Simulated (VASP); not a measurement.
# Tl (P6_3/mmc) in VASP: a series of runs

Runs on Tl. Level: PBE. Tasks: single point.

Everything below comes from runs of VASP 6.6.1. Logs are shortened: lines on timing, memory, paths and dates and some standing lists are left out, and cuts for length are marked.

## (1) The cell of the first run

It takes space group P6_3/mmc (No. 194, hexagonal). Conventional cell: a = 3.491 Å, b = 3.491 Å, c = 5.525 Å, α = 90.00°, β = 90.00°, γ = 120.00°. Within 4.5 Å of Tl (site symmetry -6m2) lie 12 Tl at 3.42 to 3.49 Å.

## (2) Single point, PBE

File INCAR:

```
SYSTEM = Tl
PREC = Accurate
ENCUT = 520
EDIFF = 1E-7
ISMEAR = -1
SIGMA = 0.05
LREAL = .FALSE.
LASPH = .TRUE.
NELM = 100
ALGO = Normal
ISIF = 2
LWAVE = .FALSE.
LCHARG = .FALSE.
GGA = PE
NBANDS = 20
```

File KPOINTS:

```
regular mesh
0
G
  7 7 4
  0 0 0
```

File POSCAR:

```
Tl
1.0
    3.4905600000      0.0000000000      0.0000000000
   -1.7452800000      3.0229136335      0.0000000000
    0.0000000000      0.0000000000      5.5250000000
Tl
2
Direct
    0.6666666667      0.3333333333      0.7500000000
    0.3333333333      0.6666666667      0.2500000000
```

Potentials or basis: VASP PAW PBE potentials, release 64 (Tl_d).

Command:

```bash
$ cat potpaw_PBE.64/Tl_d/POTCAR > POTCAR
$ mpirun -np 1 vasp_std > vasp.out
```

OUTCAR:

```text
SYSTEM = Tl
   PREC = Accurate
   ENCUT = 520
   EDIFF = 1E-7
   ISMEAR = -1
   LREAL = .FALSE.
   LASPH = .TRUE.
   NELM = 100
   ISIF = 2
   GGA = PE

 ion  position               nearest neighbor table
   1  0.667  0.333  0.750-   2 3.42   2 3.42   2 3.42   2 3.42   2 3.42   2 3.42
   2  0.333  0.667  0.250-   1 3.42   1 3.42   1 3.42   1 3.42   1 3.42   1 3.42

  LATTYP: Found a hexagonal cell.
 ALAT       =     3.4905600000
 C/A-ratio  =     1.5828405757

  Lattice vectors:

 A1 = (   3.4905600000,   0.0000000000,   0.0000000000)
 A2 = (  -1.7452800000,   3.0229136335,   0.0000000000)
 A3 = (   0.0000000000,   0.0000000000,   5.5250000000)

Analysis of symmetry for initial positions (statically):
=====================================================================
 Subroutine PRICEL returns:
 Original cell was already a primitive cell.

 Routine SETGRP: Setting up the symmetry group for a
 hexagonal supercell.

 Subroutine GETGRP returns: Found 24 space group operations
 (whereof 12 operations were pure point group operations)
 out of a pool of 24 trial point group operations.

The static configuration has the point symmetry D_3d.
 The point group associated with its full space group is D_6h.

Analysis of symmetry for dynamics (positions and initial velocities):
=====================================================================
 Subroutine PRICEL returns:
 Original cell was already a primitive cell.

 Routine SETGRP: Setting up the symmetry group for a
 hexagonal supercell.

 Subroutine GETGRP returns: Found 24 space group operations
 (whereof 12 operations were pure point group operations)
 out of a pool of 24 trial point group operations.

The dynamic configuration has the point symmetry D_3d.
 The point group associated with its full space group is D_6h.

 Subroutine INISYM returns: Found 24 space group operations
 (whereof 12 operations are pure point group operations),
 and found     1 'primitive' translations

----------------------------------------------------------------------------------------

                                     Primitive cell

  volume of cell :      58.2979

  direct lattice vectors                    reciprocal lattice vectors
     3.490560000  0.000000000  0.000000000     0.286486982  0.165403336  0.000000000
    -1.745280000  3.022913633  0.000000000     0.000000000  0.330806672  0.000000000
     0.000000000  0.000000000  5.525000000     0.000000000  0.000000000  0.180995475

  length of vectors
     3.490560000  3.490560000  5.525000000     0.330806672  0.330806672  0.180995475

  position of ions in fractional coordinates (direct lattice)
     0.666666667  0.333333333  0.750000000
     0.333333333  0.666666667  0.250000000

  ion indices of the primitive-cell ions
   primitive index   ion index
                 1           1
                 2           2

----------------------------------------------------------------------------------------

 KPOINTS: regular mesh

Automatic generation of k-mesh.
 Grid dimensions read from file:
 generate k-points for:    7    7    4

 Generating k-lattice:

  Cartesian coordinates                     Fractional coordinates (reciprocal lattice)
     0.040926712  0.023629048  0.000000000     0.142857143  0.000000000  0.000000000
     0.000000000  0.047258096  0.000000000     0.000000000  0.142857143  0.000000000
     0.000000000  0.000000000  0.045248869     0.000000000  0.000000000  0.250000000

  Length of vectors
     0.047258096  0.047258096  0.045248869

  Shift w.r.t. Gamma in fractional coordinates (k-lattice)
     0.000000000  0.000000000  0.000000000

 Subroutine IBZKPT returns following result:
 ===========================================

 Found     24 irreducible k-points:

 Following reciprocal coordinates:
            Coordinates               Weight
  0.000000  0.000000  0.000000      1.000000
  0.142857  0.000000  0.000000      6.000000
  0.285714  0.000000  0.000000      6.000000
  0.428571  0.000000  0.000000      6.000000
  0.142857  0.142857  0.000000      6.000000
  0.285714  0.142857  0.000000     12.000000
[... 16 lines left out ...]
  0.428571  0.142857  0.500000      6.000000
  0.285714  0.285714  0.500000      6.000000
   k-points           NKPTS =     24   k-points in BZ     NKDIM =     24   number of bands    NBANDS=     20
   number of dos      NEDOS =    301   number of ions     NIONS =      2
   total plane-waves  NPLWV =  32928
   dimension x,y,z NGX =    28 NGY =   28 NGZ =   42
   dimension x,y,z NGXF=    56 NGYF=   56 NGZF=   84
   ions per type =               2
   NGX,Y,Z   is equivalent  to a cutoff of  13.34, 13.34, 12.64 a.u.
   NGXF,Y,Z  is equivalent  to a cutoff of  26.67, 26.67, 25.28 a.u.
 SYSTEM =  Tl
   PREC   = accura    normal or accurate (medium, high low for compatibility)
   ISTART =      0    job   : 0-new  1-cont  2-samecut
   ICHARG =      2    charge: 1-file 2-atom 10-const
   ISPIN  =      1    spin polarized calculation?
[... 37 lines left out ...]
  energy-cutoff  :      520.00
  volume of cell :       58.30
 maximum number of plane-waves:      1587
 NGX is ok and might be reduce to    28
   NGX = 13   NGY = 13   NGZ = 21

 number of electron      25.9999998 magnetization

 Free energy of the ion-electron system (eV)
  ---------------------------------------------------
  ext. energy  EPLUGINS =         0.00000000
  ---------------------------------------------------
  free energy    TOTEN  =        -4.35480373 eV

  energy without entropy =       -4.33730660  energy(sigma->0) =       -4.34605516

 E-fermi :   6.3956     XC(G=0): -10.0960

 val. band max:        6.3280541709   @ k =   0.1429   0.0000   0.2500
 cond. band min:       6.4034320750   @ k =   0.2857   0.1429   0.5000
 fundamental gap:      0.0753779041
 Fermi energy:         6.3956480680

 k-point     1 :       0.0000    0.0000    0.0000
  band No.  band energies     occupation
      1      -5.4004      2.00000
      2      -5.1852      2.00000
      3      -5.1513      2.00000
      4      -5.1513      2.00000
      5      -5.0990      2.00000
      6      -5.0990      2.00000
[... 12 lines left out ...]
     19      16.9835      0.00000
     20      17.3469      0.00000

 k-point     2 :       0.1429    0.0000    0.0000
  band No.  band energies     occupation
      1      -5.3574      2.00000
      2      -5.2224      2.00000
      3      -5.1199      2.00000
      4      -5.1133      2.00000
      5      -5.1092      2.00000
      6      -5.0754      2.00000
[... 12 lines left out ...]
     19      16.5940      0.00000
     20      18.3684      0.00000

 k-point     3 :       0.2857    0.0000    0.0000
  band No.  band energies     occupation
      1      -5.4169      2.00000
      2      -5.2457      2.00000
      3      -5.2143      2.00000
      4      -5.1788      2.00000
      5      -5.0867      2.00000
      6      -4.9282      2.00000
[... 12 lines left out ...]
     19      15.5440      0.00000
     20      16.9546      0.00000

 k-point     4 :       0.4286    0.0000    0.0000
  band No.  band energies     occupation
      1      -5.4949      2.00000
      2      -5.3608      2.00000
      3      -5.2657      2.00000
      4      -5.2287      2.00000
      5      -5.0103      2.00000
      6      -4.9941      2.00000
[... 12 lines left out ...]
     19      14.6144      0.00000
     20      16.1769      0.00000

 k-point     5 :       0.1429    0.1429    0.0000
  band No.  band energies     occupation
      1      -5.3105      2.00000
      2      -5.2746      2.00000
      3      -5.2074      2.00000
      4      -5.1609      2.00000
      5      -5.0719      2.00000
      6      -5.0195      2.00000
[... 12 lines left out ...]
     19      16.2949      0.00000
     20      17.1315      0.00000
[... 353 lines left out ...]
      6      -5.0645      2.00000
[... 12 lines left out ...]
     19      17.4225      0.00000
     20      17.4225      0.00000

 k-point    22 :       0.2857    0.1429    0.5000
  band No.  band energies     occupation
      1      -5.3559      2.00000
      2      -5.3559      2.00000
      3      -5.2096      2.00000
      4      -5.2096      2.00000
      5      -5.0115      2.00000
      6      -5.0115      2.00000
[... 12 lines left out ...]
     19      17.3721      0.00000
     20      17.3721      0.00000

 k-point    23 :       0.4286    0.1429    0.5000
  band No.  band energies     occupation
      1      -5.3738      2.00000
      2      -5.3738      2.00000
      3      -5.2590      2.00000
      4      -5.2590      2.00000
      5      -5.0180      2.00000
      6      -5.0180      2.00000
[... 12 lines left out ...]
     19      16.7302      0.00000
     20      16.7302      0.00000

 k-point    24 :       0.2857    0.2857    0.5000
  band No.  band energies     occupation
      1      -5.3496      2.00000
      2      -5.3496      2.00000
      3      -5.1232      2.00000
      4      -5.1232      2.00000
      5      -5.0324      2.00000
      6      -5.0324      2.00000
[... 12 lines left out ...]
     19      17.5436      0.00000
     20      17.5436      0.00000

------------------------ aborting loop because EDIFF is reached ----------------------------------------

  FORCE on cell =-STRESS in cart. coord.  units (eV):
  Direction    XX          YY          ZZ          XY          YZ          ZX
  --------------------------------------------------------------------------------------
  -------------------------------------------------------------------------------------
  Total        0.7989939      0.7989939      1.0988168      0.0000000      0.0000000      0.0000000
  in kB       21.9584121     21.9584121     30.1983173      0.0000000      0.0000000      0.0000000
  external PRESSURE =      24.7050471 kB  Pullay stress =       0.0000000 kB

 VOLUME and BASIS-vectors are now :
 -----------------------------------------------------------------------------
  energy-cutoff  :      520.00
  volume of cell :       58.30
      direct lattice vectors                 reciprocal lattice vectors
     3.490560000  0.000000000  0.000000000     0.286486982  0.165403336  0.000000000
    -1.745280000  3.022913633  0.000000000     0.000000000  0.330806672  0.000000000
     0.000000000  0.000000000  5.525000000     0.000000000  0.000000000  0.180995475

 POSITION                                       TOTAL-FORCE (eV/Angst)
 -----------------------------------------------------------------------------------
      1.74528      1.00764      4.14375         0.000000     -0.000000      0.000000
     -0.00000      2.01528      1.38125        -0.000000      0.000000      0.000000
 -----------------------------------------------------------------------------------
    total drift:                               -0.000000      0.000000      0.000000

  FREE ENERGIE OF THE ION-ELECTRON SYSTEM (eV)
  ---------------------------------------------------
  free  energy   TOTEN  =        -4.3548037344 eV

  energy  without entropy=       -4.3373065955  energy(sigma->0) =       -4.34605516
```

Run time: 39 s. Hardware: 1 thread of Intel Xeon Platinum 8488C (Sapphire Rapids), shared host; peak memory 0.17 GiB.

What came out:

```yaml
Free_energy: -4.3548 eV
Pressure: 2.5 GPa
Band_gap_on_the_k_mesh: zero (band 13 reaches 9.90 eV, above the bottom of band 14 at 4.50 eV)
```

Stress tensor (GPa, compression positive):
```
2.20 0.00 0.00
0.00 2.20 0.00
0.00 0.00 3.02
```

Levels at points of the mesh, in eV from the Fermi level:
| k point | band 11 | band 12 | band 13 | band 14 | band 15 | band 16 |
| --- | --- | --- | --- | --- | --- | --- |
| (0.00, 0.00, 0.00) | -9.94 | -5.05 | -2.76 | 7.71 | 7.71 | 9.78 |
| (0.00, 0.00, 0.50) | -8.52 | -8.52 | 3.40 | 3.40 | 8.69 | 8.69 |

Caveat: spin-orbit coupling is left out, which moves the levels of the heavy elements.

## (3) Single point, PBE

This run uses another cell than the first one, of 29.73 Å³/atom, 1.020 times its volume.

File INCAR:

```
SYSTEM = Tl
  ALGO = Fast
  EDIFF = 1E-6
  ENCUT = 520
  GGA = PE
  ISIF = 2
  ISMEAR = -1
  LASPH = .TRUE.
  LCHARG = .FALSE.
  LREAL = .FALSE.
  LWAVE = .FALSE.
  NBANDS = 20
  NELM = 60
  PREC = Accurate
  SIGMA = 0.05
```

File KPOINTS:

```
k-points
0
G
  7 7 4
  0 0 0
```

File POSCAR:

```
Tl
1.0
    3.5251200000      0.0000000000      0.0000000000
   -1.7625600000      3.0528434714      0.0000000000
    0.0000000000      0.0000000000      5.5250000000
Tl
2
Direct
    0.6666666667      0.3333333333      0.7500000000
    0.3333333333      0.6666666667      0.2500000000
```

Potentials or basis: VASP PAW PBE potentials, release 64 (Tl_d).

Command:

```bash
$ cat potpaw_PBE.64/Tl_d/POTCAR > POTCAR
$ mpirun -np 1 vasp_std > vasp.out
```

Wall time 44 s (1 thread of Intel Xeon Platinum 8488C (Sapphire Rapids), shared host); peak memory 0.18 GiB.

The run converged. Its results:

```yaml
Free_energy: -4.3701 eV
Pressure: 1.8 GPa
Band_gap_on_the_k_mesh: zero (band 13 reaches 9.72 eV, above the bottom of band 14 at 4.35 eV)
```

Stress tensor (GPa, compression positive):
```
1.90 0.00 0.00
0.00 1.90 0.00
0.00 0.00 1.51
```

Levels at points of the mesh, in eV from the Fermi level:
```tsv
k point	band 11	band 12	band 13	band 14	band 15	band 16
(0.00, 0.00, 0.00)	-9.81	-4.97	-2.65	7.47	7.47	9.53
(0.00, 0.00, 0.50)	-8.40	-8.40	3.47	3.47	8.45	8.45
```

Caveat: spin-orbit coupling is left out, which moves the levels of the heavy elements.

## (4) Single point, PBE

This run uses another cell than the first one, of 30.91 Å³/atom, 1.060 times its volume.

File INCAR:

```
SYSTEM = Tl
PREC = Accurate
ENCUT = 520
EDIFF = 1E-6
ISMEAR = -1
SIGMA = 0.05
LREAL = .False.
LASPH = .True.
NELM = 100
ALGO = Normal
ISIF = 2
LWAVE = .False.
LCHARG = .False.
GGA = PE
NBANDS = 20
```

File KPOINTS:

```
Automatic mesh
0
Gamma
  7 7 4
  0 0 0
```

File POSCAR:

```
Tl
1.0
    3.5942400000      0.0000000000      0.0000000000
   -1.7971200000      3.1127031473      0.0000000000
    0.0000000000      0.0000000000      5.5250000000
Tl
2
Direct
    0.6666666667      0.3333333333      0.7500000000
    0.3333333333      0.6666666667      0.2500000000
```

Command:

```bash
$ cat potpaw_PBE.64/Tl_d/POTCAR > POTCAR
$ mpirun -np 1 vasp_std > vasp.out
```

It took 31 s on 1 thread of Intel Xeon Platinum 8488C (Sapphire Rapids), shared host; peak memory 0.18 GiB.

The run converged. Its results:

| Item | Value |
| --- | --- |
| Free energy | -4.3939 eV |
| Pressure | 0.5 GPa |
| Band gap on the k mesh | zero (band 13 reaches 9.40 eV, above the bottom of band 14 at 4.07 eV) |

Stress tensor (GPa, compression positive):
```
 1.05  0.00  0.00
 0.00  1.05  0.00
 0.00  0.00 -0.56
```

Levels at points of the mesh, in eV from the Fermi level:
```
           k point  band 10  band 11  band 12  band 13  band 14  band 15  band 16  band 17
(0.00, 0.00, 0.00)   -11.12    -9.55    -4.80    -2.42     7.02     7.02     9.05     9.05
(0.00, 0.00, 0.50)   -11.20    -8.16    -8.16     3.60     3.60     8.00     8.00     8.00
```

Caveat: spin-orbit coupling is left out, which moves the levels of the heavy elements.

## (5) Single point, PBE

This run uses another cell than the first one, of 26.33 Å³/atom, 0.903 times its volume.

File INCAR:

```
SYSTEM = Tl
PREC     = Accurate       ! precision mode
ENCUT    = 520            ! plane-wave cutoff, eV
EDIFF    = 1E-6           ! SCF threshold, eV
ISMEAR   = -1             ! smearing method
SIGMA    = 0.05           ! smearing width, eV
LREAL    = .False.        ! projectors in reciprocal space
LASPH    = .True.         ! aspherical terms in the spheres
NELM     = 60             ! most SCF steps
ALGO     = Normal         ! electronic algorithm
ISIF     = 2              ! what is computed and relaxed
LWAVE    = .False.        ! write WAVECAR
LCHARG   = .False.        ! write CHGCAR
GGA      = PE             ! functional
NBANDS   = 20             ! bands
```

File KPOINTS:

```
regular mesh
0
Gamma
  8 8 4
  0 0 0
```

File POSCAR:

```
Tl
1.0
    3.3177600000      0.0000000000      0.0000000000
   -1.6588800000      2.8732644437      0.0000000000
    0.0000000000      0.0000000000      5.5250000000
Tl
2
Direct
    0.6666666667      0.3333333333      0.7500000000
    0.3333333333      0.6666666667      0.2500000000
```

Command:

```bash
$ cat potpaw_PBE.64/Tl_d/POTCAR > POTCAR
$ mpirun -np 1 vasp_std > vasp.out
```

Wall time 44 s (1 thread of Intel Xeon Platinum 8488C (Sapphire Rapids), shared host); peak memory 0.18 GiB.

Results (log left out):

```
Free energy            : -4.1492 eV
Pressure               : 7.9 GPa
Band gap on the k mesh : zero (band 13 reaches 10.89 eV, above the bottom of band 14 at 4.93 eV)
```

Stress tensor (GPa, compression positive):
```
7.21 0.00 0.00
0.00 7.21 0.00
0.00 0.00 9.15
```

Levels at points of the mesh, in eV from the Fermi level:
```tsv
k point	band 10	band 11	band 12	band 13	band 14	band 15	band 16	band 17
(0.00, 0.00, 0.00)	-11.19	-10.69	-5.54	-3.39	9.03	9.03	10.44	10.68
(0.50, 0.00, 0.00)	-11.08	-5.72	-4.76	-0.85	0.14	1.28	3.86	4.35
(0.00, 0.00, 0.50)	-11.31	-9.19	-9.19	2.96	2.96	10.00	10.00	10.00
(0.50, 0.00, 0.50)	-11.10	-4.62	-4.62	-2.61	-2.61	6.06	6.06	6.17
```

Caveat: spin-orbit coupling is left out, which moves the levels of the heavy elements.

## (6) Single point, PBE

This run uses another cell than the first one, of 27.44 Å³/atom, 0.941 times its volume.

File INCAR:

```
PREC = Accurate ; ENCUT = 520
EDIFF = 1E-7 ; ISMEAR = -1
SIGMA = 0.05 ; LREAL = False
LASPH = True ; NELM = 100
ALGO = Normal ; ISIF = 2
LWAVE = False ; LCHARG = False
GGA = PE ; NBANDS = 20
```

File KPOINTS:

```
Automatic mesh
0
Gamma
  8 8 4
```

File POSCAR:

```
Tl
1.0
    3.3868800000      0.0000000000      0.0000000000
   -1.6934400000      2.9331241196      0.0000000000
    0.0000000000      0.0000000000      5.5250000000
Tl
2
Direct
    0.6666666667      0.3333333333      0.7500000000
    0.3333333333      0.6666666667      0.2500000000
```

Potentials or basis: VASP PAW PBE potentials, release 64 (Tl_d).

Command:

```bash
$ cat potpaw_PBE.64/Tl_d/POTCAR > POTCAR
$ mpirun -np 1 vasp_std > vasp.out
```

Run time: 55 s. Hardware: 1 thread of Intel Xeon Platinum 8488C (Sapphire Rapids), shared host; peak memory 0.18 GiB.

Results (log left out):

```yaml
Free_energy: -4.2380 eV
Pressure: 5.6 GPa
Band_gap_on_the_k_mesh: zero (band 13 reaches 10.40 eV, above the bottom of band 14 at 4.61 eV)
```

Stress tensor (GPa, compression positive):
```
5.51 0.00 0.00
0.00 5.51 0.00
0.00 0.00 5.75
```

Levels at points of the mesh, in eV from the Fermi level:
```
           k point  band 11  band 12  band 13  band 14  band 15  band 16
(0.00, 0.00, 0.00)   -10.39    -5.35    -3.13     8.46     8.46    10.46
(0.50, 0.00, 0.00)    -5.78    -4.75    -0.80     0.31     1.28     3.80
(0.00, 0.00, 0.50)    -8.92    -8.92     3.14     3.14     9.44     9.44
(0.50, 0.00, 0.50)    -4.70    -4.70    -2.46    -2.46     5.78     5.78
```

Caveat: spin-orbit coupling is left out, which moves the levels of the heavy elements.

## (7) Overview

```csv
cell,k mesh,gap on the mesh (eV),pressure (GPa)
"a = 3.491, b = 3.491, c = 5.525 Å, angles 90.0, 90.0, 120.0°, 2 atoms",7 × 7 × 4,none,2.5
"a = 3.525, b = 3.525, c = 5.525 Å, angles 90.0, 90.0, 120.0°, 2 atoms",7 × 7 × 4,none,1.8
"a = 3.594, b = 3.594, c = 5.525 Å, angles 90.0, 90.0, 120.0°, 2 atoms",7 × 7 × 4,none,0.5
"a = 3.318, b = 3.318, c = 5.525 Å, angles 90.0, 90.0, 120.0°, 2 atoms",8 × 8 × 4,none,7.9
"a = 3.387, b = 3.387, c = 5.525 Å, angles 90.0, 90.0, 120.0°, 2 atoms",8 × 8 × 4,none,5.6
```

Alike in all rows: task single point; level PBE; potentials or basis VASP PAW PBE potentials, release 64 (Tl_d); no spin polarisation; cutoff (eV) 520; smearing fermi-dirac 0.05 eV.

Caveats: spin-orbit coupling is left out, which moves the levels of the heavy elements.

Absolute energies hang on the potentials; compare differences alone.
